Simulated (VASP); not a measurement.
# CaO (Cmcm) in VASP: a series of runs

Runs on CaO. Level: LDA. Tasks: single point.

Program: VASP 6.6.1. These are calculated values, not measurements. Logs are shortened: lines on timing, memory, paths and dates and some standing lists are left out, and cuts for length are marked.

### Step 1. The cell of the first run

It takes space group Cmcm (No. 63, orthorhombic). Conventional cell: a = 3.912 Å, b = 6.914 Å, c = 4.785 Å, α = 90.00°, β = 90.00°, γ = 90.00°. Ca (site symmetry m2m) has 5 O at 2.27 to 2.39 Å within 3.0 Å. Within 3.0 Å of O (site symmetry m2m) lie 5 Ca at 2.27 to 2.39 Å.

### Step 2. Single point, LDA (strain -0.0200 x Voigt [1, 0, 0, 0, 0, 0])

INCAR reads:

```
SYSTEM = CaO
PREC = Accurate
ENCUT = 520
EDIFF = 1E-6
ISMEAR = 0
SIGMA = 0.05
LREAL = .False.
LASPH = .True.
NELM = 80
ALGO = Normal
ISIF = 2
LWAVE = .False.
LCHARG = .False.
NBANDS = 24
```

KPOINTS reads:

```
regular mesh
0
Gamma
  9 9 6
  0 0 0
```

POSCAR reads:

```
CaO
1.0
    3.9121363080      0.0000000000      0.0000000000
   -1.9560681540      3.4571524753      0.0000000000
    0.0000000000      0.0000000000      4.7848400100
Ca O
2 2
Direct
    0.3333333333      0.6666666667      0.7500000000
    0.6666666667      0.3333333333      0.2500000000
    0.3333333333      0.6666666667      0.2500000000
    0.6666666667      0.3333333333      0.7500000000
```

Potentials or basis: VASP PAW LDA potentials, release 64 (Ca_sv, O).

Run with:

```sh
$ cat potpaw_LDA.64/Ca_sv/POTCAR potpaw_LDA.64/O/POTCAR > POTCAR
$ mpirun -np 1 vasp_std > vasp.out
```

OUTCAR:

```text
SYSTEM = CaO
   PREC = Accurate
   ENCUT = 520
   EDIFF = 1E-6
   ISMEAR = 0
   LREAL = .False.
   LASPH = .True.
   NELM = 80
   ISIF = 2

 ion  position               nearest neighbor table
   1  0.333  0.667  0.750-   4 2.27   4 2.27   4 2.30   3 2.39   3 2.39
   2  0.667  0.333  0.250-   3 2.27   3 2.27   3 2.30   4 2.39   4 2.39
   3  0.333  0.667  0.250-   2 2.27   2 2.27   2 2.30   1 2.39   1 2.39
   4  0.667  0.333  0.750-   1 2.27   1 2.27   1 2.30   2 2.39   2 2.39

  LATTYP: Found a base centered orthorhombic cell.
 ALAT       =     3.9121363080
 B/A-ratio  =     1.7673987832
 C/A-ratio  =     1.2230759956

  Lattice vectors:

 A1 = (   1.9560681540,  -3.4571524753,   0.0000000000)
 A2 = (   1.9560681540,   3.4571524753,   0.0000000000)
 A3 = (   0.0000000000,   0.0000000000,   4.7848400100)

Analysis of symmetry for initial positions (statically):
=====================================================================
 Subroutine PRICEL returns:
 Original cell was already a primitive cell.

 Routine SETGRP: Setting up the symmetry group for a
 base centered orthorhombic supercell.

 Subroutine GETGRP returns: Found  8 space group operations
 (whereof  4 operations were pure point group operations)
 out of a pool of  8 trial point group operations.

The static configuration has the point symmetry C_2h.
 The point group associated with its full space group is D_2h.

Analysis of symmetry for dynamics (positions and initial velocities):
=====================================================================
 Subroutine PRICEL returns:
 Original cell was already a primitive cell.

 Routine SETGRP: Setting up the symmetry group for a
 base centered orthorhombic supercell.

 Subroutine GETGRP returns: Found  8 space group operations
 (whereof  4 operations were pure point group operations)
 out of a pool of  8 trial point group operations.

The dynamic configuration has the point symmetry C_2h.
 The point group associated with its full space group is D_2h.

 Subroutine INISYM returns: Found  8 space group operations
 (whereof  4 operations are pure point group operations),
 and found     1 'primitive' translations

----------------------------------------------------------------------------------------

                                     Primitive cell

  volume of cell :      64.7143

  direct lattice vectors                    reciprocal lattice vectors
     3.912136308  0.000000000  0.000000000     0.255614815  0.144627697  0.000000000
    -1.956068154  3.457152475  0.000000000     0.000000000  0.289255394  0.000000000
     0.000000000  0.000000000  4.784840010     0.000000000  0.000000000  0.208993404

  length of vectors
     3.912136308  3.972166394  4.784840010     0.293693896  0.289255394  0.208993404

  position of ions in fractional coordinates (direct lattice)
     0.333333333  0.666666667  0.750000000
     0.666666667  0.333333333  0.250000000
     0.333333333  0.666666667  0.250000000
     0.666666667  0.333333333  0.750000000

  ion indices of the primitive-cell ions
   primitive index   ion index
                 1           1
                 2           2
                 3           3
                 4           4

----------------------------------------------------------------------------------------

 KPOINTS: regular mesh

Automatic generation of k-mesh.
 Grid dimensions read from file:
 generate k-points for:    9    9    6

 Generating k-lattice:

  Cartesian coordinates                     Fractional coordinates (reciprocal lattice)
     0.028401646  0.016069744  0.000000000     0.111111111  0.000000000  0.000000000
     0.000000000  0.032139488  0.000000000     0.000000000  0.111111111  0.000000000
     0.000000000  0.000000000  0.034832234     0.000000000  0.000000000  0.166666667

  Length of vectors
     0.032632655  0.032139488  0.034832234

  Shift w.r.t. Gamma in fractional coordinates (k-lattice)
     0.000000000  0.000000000  0.000000000

 Subroutine IBZKPT returns following result:
 ===========================================

 Found    100 irreducible k-points:

 Following reciprocal coordinates:
            Coordinates               Weight
  0.000000  0.000000  0.000000      1.000000
  0.111111 -0.000000  0.000000      4.000000
  0.222222 -0.000000  0.000000      4.000000
  0.333333 -0.000000  0.000000      4.000000
  0.444444 -0.000000  0.000000      4.000000
  0.000000  0.111111  0.000000      2.000000
[... 16 lines left out ...]
  0.333333  0.333333  0.000000      2.000000
  0.000000  0.444444  0.000000      2.000000
 [... further k-points ...]
   k-points           NKPTS =    100   k-points in BZ     NKDIM =    100   number of bands    NBANDS=     24
   number of dos      NEDOS =    301   number of ions     NIONS =      4
   total plane-waves  NPLWV =  32400
   dimension x,y,z NGX =    30 NGY =   30 NGZ =   36
   dimension x,y,z NGXF=    60 NGYF=   60 NGZF=   72
   ions per type =               2   2
   NGX,Y,Z   is equivalent  to a cutoff of  12.75, 12.56, 12.51 a.u.
   NGXF,Y,Z  is equivalent  to a cutoff of  25.50, 25.11, 25.02 a.u.
 SYSTEM =  CaO
   PREC   = accura    normal or accurate (medium, high low for compatibility)
   ISTART =      0    job   : 0-new  1-cont  2-samecut
   ICHARG =      2    charge: 1-file 2-atom 10-const
   ISPIN  =      1    spin polarized calculation?
   LNONCOLLINEAR =      F non collinear calculations
   LSORBIT =      F    spin-orbit coupling
   LASPH  =      T    aspherical Exc in radial PAW
   ENCUT  =  520.0 eV  38.22 Ry    6.18 a.u.   7.27  7.39  8.90*2*pi/ulx,y,z
   NELM   =     80;   NELMIN=  2; NELMDL= -5     # of ELM steps
   EDIFF  = 0.1E-05   stopping-criterion for ELM
   LREAL  =      F    real-space projection
   EDIFFG = 0.1E-04   stopping-criterion for IOM
   NSW    =      0    number of steps for IOM
   IBRION =     -1    ionic relax: 0-MD 1-quasi-New 2-CG
   NFREE  =      0    steps in history (QN), initial steepest desc. (CG)
   ISIF   =      2    stress and relaxation
   ISYM   =      2    0-nonsym 1-usesym 2-fastsym
   POTIM  = 0.5000    time-step for ionic-motion
   TEBEG  =    0.0;   TEEND  =   0.0 temperature during run
   PSTRESS=    0.0 pullay stress
   NELECT =      32.0000    total number of electrons
   NUPDOWN=      -1.0000    fix difference up-down
   EMIN   =  10.00;   EMAX   =-10.00  energy-range for DOS
   EFERMI =   0.00;   METHOD = LEGACY
   ISMEAR =     0;   SIGMA  =   0.05  broadening in eV -4-tet -1-fermi 0-gaus
   EFERMI_NEDOS =   21; number of points for ismear=-14 and -15
   IALGO  =     38    algorithm
   IMIX   =      4    mixing-type and parameters
     AMIX     =   0.40;   BMIX     =  1.00
     AMIX_MAG =   1.60;   BMIX_MAG =  1.00
  volume/ion in A,a.u.               =      16.18       109.18
  Fermi-wavevector in a.u.,A,eV,Ry     =   1.294568  2.446379 22.802087  1.675906
  Thomas-Fermi vector in A             =   2.426143
   LORBIT       =      0    0 simple, 1 ext, 2 COOP (PROOUT), +10 PAW based schemes
   GGA     = CA    functional components
   LHFCALC =     F    Hartree Fock is set to
   AEXX    =    0.0000 exact exchange contribution
   IVDW    =     0    specifies the selected vdW correction
   LEPSILON=     F    determine dielectric tensor
   LRPA    =     F    only Hartree local field effects (RPA)
 non-spin polarized calculation
 Gauss-broadening in eV      SIGMA  =   0.05
  energy-cutoff  :      520.00
  volume of cell :       64.71
 maximum number of plane-waves:      1775
 NGX is ok and might be reduce to    30
   NGX = 15   NGY = 15   NGZ = 17

 number of electron      31.9999979 magnetization

 Free energy of the ion-electron system (eV)
  ---------------------------------------------------
  ext. energy  EPLUGINS =         0.00000000
  ---------------------------------------------------
  free energy    TOTEN  =       -27.96709957 eV

  energy without entropy =      -27.96709957  energy(sigma->0) =      -27.96709957

 E-fermi :   1.3873     XC(G=0): -10.0522

 val. band max:        1.0725817983   @ k =   0.0000   0.0000   0.0000
 cond. band min:       4.1722206952   @ k =   0.0000   0.0000   0.0000
 fundamental gap:      3.0996388969
 Fermi energy:         1.3873172798

 k-point     1 :       0.0000    0.0000    0.0000
  band No.  band energies     occupation
      1     -35.9143      2.00000
      2     -35.7634      2.00000
      3     -17.6017      2.00000
      4     -17.3160      2.00000
      5     -17.3120      2.00000
      6     -17.0995      2.00000
[... 16 lines left out ...]
     23       9.5788      0.00000
     24       9.6304      0.00000

 k-point     2 :       0.1111   -0.0000    0.0000
  band No.  band energies     occupation
      1     -35.9083      2.00000
      2     -35.7655      2.00000
      3     -17.5825      2.00000
      4     -17.3795      2.00000
      5     -17.3263      2.00000
      6     -17.1767      2.00000
[... 16 lines left out ...]
     23       9.3772      0.00000
     24       9.6462      0.00000

 k-point     3 :       0.2222   -0.0000    0.0000
  band No.  band energies     occupation
      1     -35.8917      2.00000
      2     -35.7721      2.00000
      3     -17.5328      2.00000
      4     -17.5286      2.00000
      5     -17.3720      2.00000
      6     -17.3404      2.00000
[... 16 lines left out ...]
     23       9.3840      0.00000
     24       9.4491      0.00000
[... 514 lines left out ...]
 k-point    23 :       0.3333    0.3333    0.0000
  band No.  band energies     occupation
      1     -35.8226      2.00000
      2     -35.8183      2.00000
      3     -17.7306      2.00000
      4     -17.7222      2.00000
      5     -17.5053      2.00000
      6     -17.2716      2.00000
[... 16 lines left out ...]
     23       9.4087      0.00000
     24       9.7658      0.00000

 k-point    24 :       0.0000    0.4444    0.0000
  band No.  band energies     occupation
      1     -35.8544      2.00000
      2     -35.7935      2.00000
      3     -17.7699      2.00000
      4     -17.6253      2.00000
      5     -17.4033      2.00000
      6     -17.3953      2.00000
[... 16 lines left out ...]
     23       9.5320      0.00000
     24       9.7187      0.00000

 [... further k-points ...]

------------------------ aborting loop because EDIFF is reached ----------------------------------------

  FORCE on cell =-STRESS in cart. coord.  units (eV):
  Direction    XX          YY          ZZ          XY          YZ          ZX
  --------------------------------------------------------------------------------------
  -------------------------------------------------------------------------------------
  Total       -0.7933101     -1.4826067     -1.9075087      0.0000000      0.0000000      0.0000000
  in kB      -19.6405498    -36.7059625    -47.2255656      0.0000000      0.0000000      0.0000000
  external PRESSURE =     -34.5240259 kB  Pullay stress =       0.0000000 kB

 VOLUME and BASIS-vectors are now :
 -----------------------------------------------------------------------------
  energy-cutoff  :      520.00
  volume of cell :       64.71
      direct lattice vectors                 reciprocal lattice vectors
     3.912136308  0.000000000  0.000000000     0.255614815  0.144627697  0.000000000
    -1.956068154  3.457152475  0.000000000     0.000000000  0.289255394  0.000000000
     0.000000000  0.000000000  4.784840010     0.000000000  0.000000000  0.208993404

 POSITION                                       TOTAL-FORCE (eV/Angst)
 -----------------------------------------------------------------------------------
     -0.00000      2.30477      3.58863        -0.000000      0.124514      0.000000
      1.95607      1.15238      1.19621         0.000000     -0.124514      0.000000
     -0.00000      2.30477      1.19621         0.000000      0.093243      0.000000
      1.95607      1.15238      3.58863        -0.000000     -0.093243     -0.000000
 -----------------------------------------------------------------------------------
    total drift:                                0.000000     -0.000000      0.000000

  FREE ENERGIE OF THE ION-ELECTRON SYSTEM (eV)
  ---------------------------------------------------
  free  energy   TOTEN  =       -27.9670995653 eV

  energy  without entropy=      -27.9670995653  energy(sigma->0) =      -27.96709957
```

It took 3.3 min on 1 thread of Oxide Virtual Turin-like, shared host; peak memory 0.22 GiB.

What came out:

```
Free energy            : -27.9671 eV
Pressure               : -3.5 GPa
Largest force          : 0.125 eV/Å
Band gap on the k mesh : 3.10 eV
```

Forces on the atoms (eV/Å):
```
Ca   0.000  0.125  0.000
Ca   0.000 -0.125  0.000
O    0.000  0.093  0.000
O    0.000 -0.093  0.000
```

Levels at points of the mesh, in eV from the valence-band top:
| k point | band 14 | band 15 | band 16 | band 17 | band 18 | band 19 |
| --- | --- | --- | --- | --- | --- | --- |
| (0.00, 0.00, 0.00) | -1.19 | -1.11 | 0.00 | 3.10 | 6.08 | 6.11 |
| (0.00, 0.00, 0.50) | -1.35 | -1.31 | -1.31 | 4.93 | 4.93 | 7.76 |

Caveat: the cell differs from its parent crystal (strain -0.0200 x Voigt [1, 0, 0, 0, 0, 0]); the cell stands under tension. A k mesh can miss the band edges.

(Continued in part 2 of 3.)
